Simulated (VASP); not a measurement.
# Bi2Se3 (I4mm) in VASP: a series of runs

Runs on Bi2Se3. Level: PBE. Tasks: single point, relaxation of cell and atoms.

Program: VASP 6.6.1. These are calculated values, not measurements. Logs are shortened: lines on timing, memory, paths and dates and some standing lists are left out, and cuts for length are marked.

## Step 1: The cell of the first run

The structure is tetragonal, space group I4mm (No. 107). The conventional cell has a = 5.079 Å, b = 5.079 Å, c = 12.542 Å, α = 90.00°, β = 90.00°, γ = 90.00°. Bi (site symmetry 2mm) has 2 Se at 2.69 to 3.58 Å and 4 Bi at 3.59 Å within 3.6 Å. Se (site symmetry 2mm) has 2 Se at 2.58 Å and 1 Bi at 2.69 Å within 3.4 Å. Se (site symmetry 4mm) has 4 Se at 2.58 Å within 3.4 Å.

The cell was generated, and may not be a known phase.

## Step 2: Single point, PBE

Contents of INCAR:

```
SYSTEM = Bi2Se3
PREC = Accurate
ENCUT = 520
EDIFF = 1E-6
ISMEAR = 0
SIGMA = 0.1
LREAL = .FALSE.
LASPH = .TRUE.
NELM = 100
ALGO = Normal
ISIF = 2
LWAVE = .FALSE.
LCHARG = .FALSE.
GGA = PE
NBANDS = 32
```

Contents of KPOINTS:

```
Automatic mesh
0
G
  10 10 10
  0 0 0
```

Contents of POSCAR:

```
Bi2Se3
1.0
   -2.5395575566      2.5395575566      6.2710113655
    2.5395575566     -2.5395575566      6.2710113655
    2.5395575566      2.5395575566     -6.2710113655
Bi Se
2 3
Direct
    0.4121845293      0.9121845293      0.5000000000
    0.9121845293      0.4121845293      0.5000000000
    0.6265399634      0.1265399634      0.5000000000
    0.1265399634      0.6265399634      0.5000000000
    0.1636606646      0.1636606646      0.0000000000
```

Potentials or basis: VASP PAW PBE potentials, release 64 (Bi_d, Se).

Started as:

```bash
cat potpaw_PBE.64/Bi_d/POTCAR potpaw_PBE.64/Se/POTCAR > POTCAR
mpirun -np 1 vasp_std > vasp.out
```

OUTCAR:

```text
SYSTEM = Bi2Se3
   PREC = Accurate
   ENCUT = 520
   EDIFF = 1E-6
   ISMEAR = 0
   LREAL = .FALSE.
   LASPH = .TRUE.
   NELM = 100
   ISIF = 2
   GGA = PE

 ion  position               nearest neighbor table
   1  0.412  0.912  0.500-   3 2.69   2 3.59   2 3.59   2 3.59   2 3.59
   2  0.912  0.412  0.500-   4 2.69   1 3.59   1 3.59   1 3.59   1 3.59
   3  0.627  0.127  0.500-   5 2.58   5 2.58   1 2.69
   4  0.127  0.627  0.500-   5 2.58   5 2.58   2 2.69
   5  0.164  0.164  0.000-   3 2.58   4 2.58   4 2.58   3 2.58

  LATTYP: Found a body centered tetragonal cell.
 ALAT       =     5.0791151132
 C/A-ratio  =     2.4693322462

  Lattice vectors:

 A1 = (  -2.5395575566,   2.5395575566,   6.2710113655)
 A2 = (   2.5395575566,  -2.5395575566,   6.2710113655)
 A3 = (   2.5395575566,   2.5395575566,  -6.2710113655)

Analysis of symmetry for initial positions (statically):
=====================================================================
 Subroutine PRICEL returns:
 Original cell was already a primitive cell.

 Routine SETGRP: Setting up the symmetry group for a
 body centered tetragonal supercell.

 Subroutine GETGRP returns: Found  8 space group operations
 (whereof  8 operations were pure point group operations)
 out of a pool of 16 trial point group operations.

The static configuration has the point symmetry C_4v.

Analysis of symmetry for dynamics (positions and initial velocities):
=====================================================================
 Subroutine PRICEL returns:
 Original cell was already a primitive cell.

 Routine SETGRP: Setting up the symmetry group for a
 body centered tetragonal supercell.

 Subroutine GETGRP returns: Found  8 space group operations
 (whereof  8 operations were pure point group operations)
 out of a pool of 16 trial point group operations.

The dynamic configuration has the point symmetry C_4v.

 Subroutine INISYM returns: Found  8 space group operations
 (whereof  8 operations are pure point group operations),
 and found     1 'primitive' translations

----------------------------------------------------------------------------------------

                                     Primitive cell

  volume of cell :     161.7759

  direct lattice vectors                    reciprocal lattice vectors
    -2.539557557  2.539557557  6.271011365     0.000000000  0.196884689  0.079731956
     2.539557557 -2.539557557  6.271011365     0.196884689  0.000000000  0.079731956
     2.539557557  2.539557557 -6.271011365     0.196884689  0.196884689  0.000000000

  length of vectors
     7.226637442  7.226637442  7.226637442     0.212416491  0.212416491  0.278436998

  position of ions in fractional coordinates (direct lattice)
     0.412184529  0.912184529  0.500000000
     0.912184529  0.412184529  0.500000000
     0.626539963  0.126539963  0.500000000
     0.126539963  0.626539963  0.500000000
     0.163660665  0.163660665  0.000000000

  ion indices of the primitive-cell ions
   primitive index   ion index
                 1           1
                 2           2
                 3           3
                 4           4
                 5           5

----------------------------------------------------------------------------------------

 KPOINTS: Automatic mesh

Automatic generation of k-mesh.
 Grid dimensions read from file:
 generate k-points for:   10   10   10

 Generating k-lattice:

  Cartesian coordinates                     Fractional coordinates (reciprocal lattice)
     0.000000000  0.019688469  0.007973196     0.100000000  0.000000000 -0.000000000
     0.019688469  0.000000000  0.007973196     0.000000000  0.100000000 -0.000000000
     0.019688469  0.019688469  0.000000000     0.000000000  0.000000000  0.100000000

  Length of vectors
     0.021241649  0.021241649  0.027843700

  Shift w.r.t. Gamma in fractional coordinates (k-lattice)
     0.000000000  0.000000000  0.000000000

 Subroutine IBZKPT returns following result:
 ===========================================

 Found    102 irreducible k-points:

 Following reciprocal coordinates:
            Coordinates               Weight
  0.000000  0.000000  0.000000      1.000000
  0.100000 -0.000000  0.000000      8.000000
  0.200000 -0.000000  0.000000      8.000000
  0.300000  0.000000 -0.000000      8.000000
  0.400000  0.000000 -0.000000      8.000000
  0.500000  0.000000 -0.000000      4.000000
[... 16 lines left out ...]
  0.300000  0.300000 -0.000000      8.000000
  0.400000  0.300000 -0.000000     16.000000
 [... further k-points ...]
   k-points           NKPTS =    102   k-points in BZ     NKDIM =    102   number of bands    NBANDS=     32
   number of dos      NEDOS =    301   number of ions     NIONS =      5
   total plane-waves  NPLWV = 157464
   dimension x,y,z NGX =    54 NGY =   54 NGZ =   54
   dimension x,y,z NGXF=   108 NGYF=  108 NGZF=  108
   ions per type =               2   3
   NGX,Y,Z   is equivalent  to a cutoff of  12.42, 12.42, 12.42 a.u.
   NGXF,Y,Z  is equivalent  to a cutoff of  24.84, 24.84, 24.84 a.u.
 SYSTEM =  Bi2Se3
   PREC   = accura    normal or accurate (medium, high low for compatibility)
   ISTART =      0    job   : 0-new  1-cont  2-samecut
   ICHARG =      2    charge: 1-file 2-atom 10-const
   ISPIN  =      1    spin polarized calculation?
   LNONCOLLINEAR =      F non collinear calculations
   LSORBIT =      F    spin-orbit coupling
   LASPH  =      T    aspherical Exc in radial PAW
   ENCUT  =  520.0 eV  38.22 Ry    6.18 a.u.  13.44 13.44 13.44*2*pi/ulx,y,z
   NELM   =    100;   NELMIN=  2; NELMDL= -5     # of ELM steps
   EDIFF  = 0.1E-05   stopping-criterion for ELM
   LREAL  =      F    real-space projection
[... 7 lines left out ...]
   TEBEG  =    0.0;   TEEND  =   0.0 temperature during run
   PSTRESS=    0.0 pullay stress
   NELECT =      48.0000    total number of electrons
   NUPDOWN=      -1.0000    fix difference up-down
   EMIN   =  10.00;   EMAX   =-10.00  energy-range for DOS
   EFERMI =   0.00;   METHOD = LEGACY
   ISMEAR =     0;   SIGMA  =   0.10  broadening in eV -4-tet -1-fermi 0-gaus
   EFERMI_NEDOS =   21; number of points for ismear=-14 and -15
   IALGO  =     38    algorithm
   IMIX   =      4    mixing-type and parameters
     AMIX     =   0.40;   BMIX     =  1.00
     AMIX_MAG =   1.60;   BMIX_MAG =  1.00
  volume/ion in A,a.u.               =      32.36       218.34
  Fermi-wavevector in a.u.,A,eV,Ry     =   1.091903  2.063397 16.221572  1.192252
  Thomas-Fermi vector in A             =   2.228158
   LORBIT       =      0    0 simple, 1 ext, 2 COOP (PROOUT), +10 PAW based schemes
   GGA     = PE    functional components
   LHFCALC =     F    Hartree Fock is set to
   AEXX    =    0.0000 exact exchange contribution
   IVDW    =     0    specifies the selected vdW correction
   LEPSILON=     F    determine dielectric tensor
   LRPA    =     F    only Hartree local field effects (RPA)
 non-spin polarized calculation
 Gauss-broadening in eV      SIGMA  =   0.10
  energy-cutoff  :      520.00
  volume of cell :      161.78
 maximum number of plane-waves:      4389
 NGX is ok and might be reduce to    54
   NGX = 27   NGY = 27   NGZ = 27

 number of electron      47.9999997 magnetization

 Free energy of the ion-electron system (eV)
  ---------------------------------------------------
  ext. energy  EPLUGINS =         0.00000000
  ---------------------------------------------------
  free energy    TOTEN  =       -17.59841160 eV

  energy without entropy =      -17.58744742  energy(sigma->0) =      -17.59292951

 E-fermi :   3.7743     XC(G=0):  -8.8613

 val. band max:        3.7640855403   @ k =   0.5000   0.1000  -0.0000
 cond. band min:       3.7852441655   @ k =  -0.2000   0.4000   0.1000
 fundamental gap:      0.0211586253
 Fermi energy:         3.7742573335

 k-point     1 :       0.0000    0.0000    0.0000
  band No.  band energies     occupation
      1     -19.1117      2.00000
      2     -19.0547      2.00000
      3     -19.0458      2.00000
      4     -19.0416      2.00000
      5     -19.0416      2.00000
      6     -19.0123      2.00000
[... 24 lines left out ...]
     31       8.2871      0.00000
     32       8.6815      0.00000

 k-point     2 :       0.1000   -0.0000    0.0000
  band No.  band energies     occupation
      1     -19.1103      2.00000
      2     -19.0560      2.00000
      3     -19.0419      2.00000
      4     -19.0410      2.00000
      5     -19.0409      2.00000
      6     -19.0130      2.00000
[... 24 lines left out ...]
     31       8.4869      0.00000
     32       9.0036      0.00000

 k-point     3 :       0.2000   -0.0000    0.0000
  band No.  band energies     occupation
      1     -19.1060      2.00000
      2     -19.0599      2.00000
      3     -19.0391      2.00000
      4     -19.0389      2.00000
      5     -19.0307      2.00000
      6     -19.0152      2.00000
[... 24 lines left out ...]
     31       8.8480      0.00000
     32       9.6970      0.00000

 k-point     4 :       0.3000    0.0000   -0.0000
  band No.  band energies     occupation
      1     -19.0995      2.00000
      2     -19.0659      2.00000
      3     -19.0362      2.00000
      4     -19.0359      2.00000
      5     -19.0184      2.00000
      6     -19.0181      2.00000
[... 24 lines left out ...]
     31       9.4143      0.00000
     32      10.3391      0.00000

 k-point     5 :       0.4000    0.0000   -0.0000
  band No.  band energies     occupation
      1     -19.0913      2.00000
      2     -19.0737      2.00000
      3     -19.0326      2.00000
      4     -19.0322      2.00000
      5     -19.0222      2.00000
      6     -19.0217      2.00000
[... 584 lines left out ...]
     31       9.7460      0.00000
     32       9.8751      0.00000

 k-point    22 :      -0.2000    0.2000    0.0000
  band No.  band energies     occupation
      1     -19.1042      2.00000
      2     -19.0653      2.00000
      3     -19.0429      2.00000
      4     -19.0310      2.00000
      5     -19.0233      2.00000
      6     -19.0159      2.00000
[... 24 lines left out ...]
     31       9.3581      0.00000
     32       9.4968      0.00000

 k-point    23 :       0.3000    0.3000   -0.0000
  band No.  band energies     occupation
      1     -19.0993      2.00000
      2     -19.0786      2.00000
      3     -19.0442      2.00000
      4     -19.0329      2.00000
      5     -19.0216      2.00000
      6     -19.0102      2.00000
[... 24 lines left out ...]
     31       8.8980      0.00000
     32      10.0392      0.00000

 k-point    24 :       0.4000    0.3000   -0.0000
  band No.  band energies     occupation
      1     -19.0964      2.00000
      2     -19.0857      2.00000
      3     -19.0443      2.00000
      4     -19.0369      2.00000
      5     -19.0178      2.00000
      6     -19.0102      2.00000
[... 24 lines left out ...]
     31       8.7889      0.00000
     32      10.3832      0.00000

 [... further k-points ...]

------------------------ aborting loop because EDIFF is reached ----------------------------------------

  FORCE on cell =-STRESS in cart. coord.  units (eV):
  Direction    XX          YY          ZZ          XY          YZ          ZX
  --------------------------------------------------------------------------------------
  -------------------------------------------------------------------------------------
  Total       -0.0125606     -0.0125606     -0.0078544      0.0000000     -0.0000000      0.0000000
  in kB       -0.1243965     -0.1243965     -0.0777874      0.0000000     -0.0000000      0.0000000
  external PRESSURE =      -0.1088602 kB  Pullay stress =       0.0000000 kB

 VOLUME and BASIS-vectors are now :
 -----------------------------------------------------------------------------
  energy-cutoff  :      520.00
  volume of cell :      161.78
      direct lattice vectors                 reciprocal lattice vectors
    -2.539557557  2.539557557  6.271011365     0.000000000  0.196884689  0.079731956
     2.539557557 -2.539557557  6.271011365     0.196884689  0.000000000  0.079731956
     2.539557557  2.539557557 -6.271011365     0.196884689  0.196884689  0.000000000

 POSITION                                       TOTAL-FORCE (eV/Angst)
 -----------------------------------------------------------------------------------
      2.53956     -0.00000      5.16963        -0.000000      0.000000     -0.007924
     -0.00000      2.53956      5.16963         0.000000     -0.000000     -0.007924
      0.00000      2.53956      1.58707        -0.000000     -0.000000      0.008141
      2.53956      0.00000      1.58707        -0.000000     -0.000000      0.008141
      0.00000      0.00000      2.05264         0.000000      0.000000     -0.000433
 -----------------------------------------------------------------------------------
    total drift:                               -0.000000     -0.000000      0.000610

  FREE ENERGIE OF THE ION-ELECTRON SYSTEM (eV)
  ---------------------------------------------------
  free  energy   TOTEN  =       -17.5984116045 eV

  energy  without entropy=      -17.5874474168  energy(sigma->0) =      -17.59292951
```

It took 13 min on 1 thread of Intel Xeon Platinum 8375C at 2.90GHz (Ice Lake), shared host; peak memory 0.67 GiB.

Results:

```yaml
Free_energy: -17.5984 eV
Pressure: 0.0 GPa
Largest_force: 0.008 eV/Å
Band_gap_on_the_k_mesh: zero (bands 24 and 25 overlap by 0.18 eV)
```

Forces on the atoms (eV/Å):
```
Bi   0.000  0.000 -0.008
Bi   0.000  0.000 -0.008
Se   0.000  0.000  0.008
Se   0.000  0.000  0.008
Se   0.000  0.000  0.000
```

Caveat: spin-orbit coupling is left out, which moves the levels of the heavy elements.

(Continued in part 2 of 2.)

The gap in the log of VASP goes by the Fermi energy; the results here count the filled bands.